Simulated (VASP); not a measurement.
# Cs2Cl3 (P-3m1) in VASP: a series of runs

Cs2Cl3 is run at these levels: PBE; tasks: single point, relaxation of cell and atoms.

All numbers are computed with VASP 6.6.1; they aren't measurements. Logs are shortened: lines on timing, memory, paths and dates and some standing lists are left out, and cuts for length are marked.

## Step 1: The cell of the first run

It takes space group P-3m1 (No. 164, trigonal). Conventional cell: a = 5.971 Å, b = 5.971 Å, c = 7.159 Å, α = 90.00°, β = 90.00°, γ = 120.00°. Within 4.7 Å of Cs (site symmetry 3m) lie 8 Cl at 3.47 to 3.80 Å and 3 Cs at 4.69 Å. Cl (site symmetry -3m) has 6 Cs at 3.80 Å and 6 Cl at 3.99 Å within 5.0 Å. Cl (site symmetry 3m) has 5 Cs at 3.47 to 3.59 Å and 6 Cl at 3.99 to 4.67 Å within 4.7 Å.

## Step 2: Single point, PBE

Contents of INCAR:

```
SYSTEM = Cs2Cl3
ALGO     = Normal         ! electronic algorithm
EDIFF    = 1E-6           ! SCF threshold, eV
ENCUT    = 520            ! plane-wave cutoff, eV
GGA      = PE             ! functional
ISIF     = 2              ! what is computed and relaxed
ISMEAR   = 0              ! smearing method
LASPH    = .True.         ! aspherical terms in the spheres
LCHARG   = .True.         ! write CHGCAR
LELF     = .True.         ! ELF
LREAL    = .False.        ! projectors in reciprocal space
LVHAR    = .True.       
LWAVE    = .False.        ! write WAVECAR
NBANDS   = 28             ! bands
NELM     = 100            ! most SCF steps
PREC     = Accurate       ! precision mode
SIGMA    = 0.1            ! smearing width, eV
```

Contents of KPOINTS:

```
k-points
0
Gamma
  6 6 6
  0 0 0
```

Contents of POSCAR:

```
Cs2Cl3
1.0
    5.9712880655      0.0000000000      0.0000000000
   -2.9856440328      5.1712871581      0.0000000000
    0.0000000000      0.0000000000      7.1594261147
Cs Cl
2 3
Direct
    0.3333333333      0.6666666667      0.2216269904
    0.6666666667      0.3333333333      0.7783730096
    0.0000000000      0.0000000000      0.0000000000
    0.3333333333      0.6666666667      0.7203548874
    0.6666666667      0.3333333333      0.2796451126
```

Potentials or basis: VASP PAW PBE potentials, release 64 (Cs_sv, Cl).

Command:

```console
> cat potpaw_PBE.64/Cs_sv/POTCAR potpaw_PBE.64/Cl/POTCAR > POTCAR
> mpirun -np 1 vasp_std > vasp.out
```

OUTCAR:

```text
SYSTEM = Cs2Cl3
   EDIFF = 1E-6
   ENCUT = 520
   GGA = PE
   ISIF = 2
   ISMEAR = 0
   LASPH = .True.
   LREAL = .False.
   NELM = 100
   PREC = Accurate

 ion  position               nearest neighbor table
   1  0.333  0.667  0.222-
   2  0.667  0.333  0.778-
   3  0.000  0.000  0.000-
   4  0.333  0.667  0.720-
   5  0.667  0.333  0.280-

  LATTYP: Found a hexagonal cell.
 ALAT       =     5.9712880655
 C/A-ratio  =     1.1989751685

  Lattice vectors:

 A1 = (   5.9712880655,   0.0000000000,   0.0000000000)
 A2 = (  -2.9856440328,   5.1712871581,   0.0000000000)
 A3 = (   0.0000000000,   0.0000000000,   7.1594261147)

Analysis of symmetry for initial positions (statically):
=====================================================================
 Subroutine PRICEL returns:
 Original cell was already a primitive cell.

 Routine SETGRP: Setting up the symmetry group for a
 hexagonal supercell.

 Subroutine GETGRP returns: Found 12 space group operations
 (whereof 12 operations were pure point group operations)
 out of a pool of 24 trial point group operations.

The static configuration has the point symmetry D_3d.

Analysis of symmetry for dynamics (positions and initial velocities):
=====================================================================
 Subroutine PRICEL returns:
 Original cell was already a primitive cell.

 Routine SETGRP: Setting up the symmetry group for a
 hexagonal supercell.

 Subroutine GETGRP returns: Found 12 space group operations
 (whereof 12 operations were pure point group operations)
 out of a pool of 24 trial point group operations.

The dynamic configuration has the point symmetry D_3d.

 Subroutine INISYM returns: Found 12 space group operations
 (whereof 12 operations are pure point group operations),
 and found     1 'primitive' translations

----------------------------------------------------------------------------------------

                                     Primitive cell

  volume of cell :     221.0777

  direct lattice vectors                    reciprocal lattice vectors
     5.971288065  0.000000000  0.000000000     0.167468055  0.096687727  0.000000000
    -2.985644033  5.171287158  0.000000000     0.000000000  0.193375454  0.000000000
     0.000000000  0.000000000  7.159426115     0.000000000  0.000000000  0.139676000

  length of vectors
     5.971288065  5.971288066  7.159426115     0.193375454  0.193375454  0.139676000

  position of ions in fractional coordinates (direct lattice)
     0.333333333  0.666666667  0.221626990
     0.666666667  0.333333333  0.778373010
     0.000000000  0.000000000  0.000000000
     0.333333333  0.666666667  0.720354887
     0.666666667  0.333333333  0.279645113

  ion indices of the primitive-cell ions
   primitive index   ion index
                 1           1
                 2           2
                 3           3
                 4           4
                 5           5

----------------------------------------------------------------------------------------

 KPOINTS: k-points

Automatic generation of k-mesh.
 Grid dimensions read from file:
 generate k-points for:    6    6    6

 Generating k-lattice:

  Cartesian coordinates                     Fractional coordinates (reciprocal lattice)
     0.027911343  0.016114621  0.000000000     0.166666667 -0.000000000  0.000000000
     0.000000000  0.032229242  0.000000000     0.000000000  0.166666667  0.000000000
     0.000000000  0.000000000  0.023279333     0.000000000  0.000000000  0.166666667

  Length of vectors
     0.032229242  0.032229242  0.023279333

  Shift w.r.t. Gamma in fractional coordinates (k-lattice)
     0.000000000  0.000000000  0.000000000

 Subroutine IBZKPT returns following result:
 ===========================================

 Found     34 irreducible k-points:

 Following reciprocal coordinates:
            Coordinates               Weight
  0.000000  0.000000  0.000000      1.000000
  0.166667  0.000000  0.000000      6.000000
  0.333333  0.000000  0.000000      6.000000
  0.500000  0.000000  0.000000      3.000000
  0.166667  0.166667  0.000000      6.000000
  0.333333  0.166667  0.000000     12.000000
[... 16 lines left out ...]
  0.500000  0.000000  0.333333      6.000000
  0.166667  0.166667  0.333333     12.000000
 [... further k-points ...]
   k-points           NKPTS =     34   k-points in BZ     NKDIM =     34   number of bands    NBANDS=     28
   number of dos      NEDOS =    301   number of ions     NIONS =      5
   total plane-waves  NPLWV = 124416
   dimension x,y,z NGX =    48 NGY =   48 NGZ =   54
   dimension x,y,z NGXF=    96 NGYF=   96 NGZF=  108
   ions per type =               2   3
   NGX,Y,Z   is equivalent  to a cutoff of  13.36, 13.36, 12.54 a.u.
   NGXF,Y,Z  is equivalent  to a cutoff of  26.73, 26.73, 25.08 a.u.
 SYSTEM =  Cs2Cl3
   PREC   = accura    normal or accurate (medium, high low for compatibility)
   ISTART =      0    job   : 0-new  1-cont  2-samecut
   ICHARG =      2    charge: 1-file 2-atom 10-const
   ISPIN  =      1    spin polarized calculation?
   LNONCOLLINEAR =      F non collinear calculations
   LSORBIT =      F    spin-orbit coupling
   LASPH  =      T    aspherical Exc in radial PAW
   ENCUT  =  520.0 eV  38.22 Ry    6.18 a.u.  11.10 11.10 13.31*2*pi/ulx,y,z
   NELM   =    100;   NELMIN=  2; NELMDL= -5     # of ELM steps
   EDIFF  = 0.1E-05   stopping-criterion for ELM
   LREAL  =      F    real-space projection
   EDIFFG = 0.1E-04   stopping-criterion for IOM
   NSW    =      0    number of steps for IOM
   IBRION =     -1    ionic relax: 0-MD 1-quasi-New 2-CG
   NFREE  =      0    steps in history (QN), initial steepest desc. (CG)
   ISIF   =      2    stress and relaxation
   ISYM   =      2    0-nonsym 1-usesym 2-fastsym
   POTIM  = 0.5000    time-step for ionic-motion
   TEBEG  =    0.0;   TEEND  =   0.0 temperature during run
   PSTRESS=    0.0 pullay stress
   NELECT =      39.0000    total number of electrons
   NUPDOWN=      -1.0000    fix difference up-down
   EMIN   =  10.00;   EMAX   =-10.00  energy-range for DOS
   EFERMI =   0.00;   METHOD = LEGACY
   ISMEAR =     0;   SIGMA  =   0.10  broadening in eV -4-tet -1-fermi 0-gaus
   EFERMI_NEDOS =   21; number of points for ismear=-14 and -15
   IALGO  =     38    algorithm
   IMIX   =      4    mixing-type and parameters
     AMIX     =   0.40;   BMIX     =  1.00
     AMIX_MAG =   1.60;   BMIX_MAG =  1.00
  volume/ion in A,a.u.               =      44.22       298.38
  Fermi-wavevector in a.u.,A,eV,Ry     =   0.918152  1.735056 11.469761  0.843004
  Thomas-Fermi vector in A             =   2.043202
   LORBIT       =      0    0 simple, 1 ext, 2 COOP (PROOUT), +10 PAW based schemes
   GGA     = PE    functional components
   LHFCALC =     F    Hartree Fock is set to
   AEXX    =    0.0000 exact exchange contribution
   IVDW    =     0    specifies the selected vdW correction
   LEPSILON=     F    determine dielectric tensor
   LRPA    =     F    only Hartree local field effects (RPA)
 non-spin polarized calculation
 Gauss-broadening in eV      SIGMA  =   0.10
  energy-cutoff  :      520.00
  volume of cell :      221.08
 maximum number of plane-waves:      5992
 NGX is ok and might be reduce to    48
   NGX = 23   NGY = 23   NGZ = 27

 number of electron      38.9999995 magnetization

 Free energy of the ion-electron system (eV)
  ---------------------------------------------------
  ext. energy  EPLUGINS =         0.00000000
  ---------------------------------------------------
  free energy    TOTEN  =       -14.20531044 eV

  energy without entropy =      -14.11140967  energy(sigma->0) =      -14.15836005

 E-fermi :  -2.2170     XC(G=0):  -6.9096

 val. band max:       -2.2240505890   @ k =   0.0000   0.0000   0.0000
 cond. band min:      -2.2124281868   @ k =   0.5000   0.0000   0.0000
 fundamental gap:      0.0116224023
 Fermi energy:        -2.2169709236

 k-point     1 :       0.0000    0.0000    0.0000
  band No.  band energies     occupation
      1     -20.9464      2.00000
      2     -20.9089      2.00000
      3     -14.4960      2.00000
      4     -14.3557      2.00000
      5     -14.3108      2.00000
      6      -7.9852      2.00000
[... 20 lines left out ...]
     27       6.5305      0.00000
     28       7.0034      0.00000

 k-point     2 :       0.1667    0.0000    0.0000
  band No.  band energies     occupation
      1     -20.9431      2.00000
      2     -20.9101      2.00000
      3     -14.4932      2.00000
      4     -14.3622      2.00000
      5     -14.3218      2.00000
      6      -7.9766      2.00000
[... 20 lines left out ...]
     27       6.5081      0.00000
     28       6.6379      0.00000

 k-point     3 :       0.3333    0.0000    0.0000
  band No.  band energies     occupation
      1     -20.9352      2.00000
      2     -20.9138      2.00000
      3     -14.4827      2.00000
      4     -14.3754      2.00000
      5     -14.3483      2.00000
      6      -7.9537      2.00000
[... 20 lines left out ...]
     27       6.6019      0.00000
     28       6.6676      0.00000

 k-point     4 :       0.5000    0.0000    0.0000
  band No.  band energies     occupation
      1     -20.9295      2.00000
      2     -20.9174      2.00000
      3     -14.4735      2.00000
      4     -14.3828      2.00000
      5     -14.3648      2.00000
      6      -7.9355      2.00000
[... 578 lines left out ...]
     27       6.4961      0.00000
     28       6.7500      0.00000

 k-point    23 :       0.5000    0.0000    0.3333
  band No.  band energies     occupation
      1     -20.9271      2.00000
      2     -20.9189      2.00000
      3     -14.4773      2.00000
      4     -14.3877      2.00000
      5     -14.3735      2.00000
      6      -7.8962      2.00000
[... 20 lines left out ...]
     27       6.4573      0.00000
     28       6.6714      0.00000

 k-point    24 :       0.1667    0.1667    0.3333
  band No.  band energies     occupation
      1     -20.9330      2.00000
      2     -20.9162      2.00000
      3     -14.4894      2.00000
      4     -14.3892      2.00000
      5     -14.3375      2.00000
      6      -7.8713      2.00000
[... 20 lines left out ...]
     27       6.3836      0.00000
     28       6.6125      0.00000

 [... further k-points ...]

------------------------ aborting loop because EDIFF is reached ----------------------------------------

  FORCE on cell =-STRESS in cart. coord.  units (eV):
  Direction    XX          YY          ZZ          XY          YZ          ZX
  --------------------------------------------------------------------------------------
  -------------------------------------------------------------------------------------
  Total       -0.0060336     -0.0060336     -0.0022822      0.0000000      0.0000000     -0.0000000
  in kB       -0.0437261     -0.0437261     -0.0165397      0.0000000      0.0000000     -0.0000000
  external PRESSURE =      -0.0346640 kB  Pullay stress =       0.0000000 kB

 VOLUME and BASIS-vectors are now :
 -----------------------------------------------------------------------------
  energy-cutoff  :      520.00
  volume of cell :      221.08
      direct lattice vectors                 reciprocal lattice vectors
     5.971288065  0.000000000  0.000000000     0.167468055  0.096687727  0.000000000
    -2.985644033  5.171287158  0.000000000     0.000000000  0.193375454  0.000000000
     0.000000000  0.000000000  7.159426115     0.000000000  0.000000000  0.139676000

 POSITION                                       TOTAL-FORCE (eV/Angst)
 -----------------------------------------------------------------------------------
     -0.00000      3.44752      1.58672        -0.000000     -0.000000      0.010028
      2.98564      1.72376      5.57270         0.000000      0.000000     -0.010028
      0.00000      0.00000      0.00000         0.000000      0.000000      0.000000
     -0.00000      3.44752      5.15733        -0.000000      0.000000     -0.009099
      2.98564      1.72376      2.00210        -0.000000     -0.000000      0.009099
 -----------------------------------------------------------------------------------
    total drift:                               -0.000000      0.000000      0.000000

  FREE ENERGIE OF THE ION-ELECTRON SYSTEM (eV)
  ---------------------------------------------------
  free  energy   TOTEN  =       -14.2053104365 eV

  energy  without entropy=      -14.1114096713  energy(sigma->0) =      -14.15836005
```

Run time: 4.3 min. Hardware: 1 thread of Intel Xeon Platinum 8375C at 2.90GHz (Ice Lake), shared host; peak memory 0.43 GiB.

What came out:

- Free energy: -14.2053 eV
- Pressure: 0.0 GPa
- Largest force: 0.010 eV/Å
- Band gap on the k mesh: zero (an odd number of electrons rules out a gap without spin polarisation)

Forces in eV/Å, atoms in the order of the input:
```
Cs   0.000  0.000  0.010
Cs   0.000  0.000 -0.010
Cl   0.000  0.000  0.000
Cl   0.000  0.000 -0.009
Cl   0.000  0.000  0.009
```

Levels at points of the mesh, in eV from the Fermi level:
```
           k point  band 17  band 18  band 19  band 20  band 21  band 22  band 23  band 24
(0.00, 0.00, 0.00)    -0.22    -0.09    -0.01    -0.01     5.46     7.00     7.00     7.99
(0.50, 0.00, 0.00)    -0.20    -0.15    -0.11     0.00     6.49     7.03     7.29     7.34
(0.00, 0.00, 0.50)    -0.36    -0.35    -0.01    -0.01     6.55     6.85     7.56     7.56
(0.50, 0.00, 0.50)    -0.33    -0.15    -0.07    -0.05     7.02     7.51     7.73     8.07
```

Caveat: spin-orbit coupling is left out, which moves the levels of the heavy elements; an odd number of electrons without spin polarisation forces a metal; a magnetic or distorted state may lie lower.

(Part 1 of 3 ends here.)
